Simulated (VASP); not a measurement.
The system is W.

```
W
1.0
    -1.61338    1.61338    1.61338
     1.61338   -1.61338    1.61338
     1.61338    1.61338   -1.61338
W
1
Direct
  0.00000 0.00000 0.00000
```

Base run:

- Program: VASP 6.6.1
- Functional: RPBE
- Potentials or basis: VASP PAW PBE potentials, release 64 (W_sv)
- Cutoff: 520 eV
- k mesh: 12 × 12 × 12
- Occupations: fermi-dirac, width 0.05 eV
- Spin: no spin polarisation

Its results: band gap on the k mesh zero (band 7 reaches 15.46 eV, above the bottom of band 8 at 9.57 eV); pressure -7.2 GPa.

**Question.** The run is repeated on the same cell with these changes: functional from RPBE to BHLYP; k mesh from 12 × 12 × 12 to 6 × 6 × 6. What comes out?

**Answer.** Band gap on the k mesh zero (band 7 reaches 17.70 eV, above the bottom of band 8 at 8.19 eV); pressure -17.4 GPa.

Several settings changed at once, so the effect can't be laid on one alone.

Caveats: some runs use coarse meshes; the PAW data sets were made with another functional, which shifts forces and pressure a little; spin-orbit coupling is left out, which moves the levels of the heavy elements.
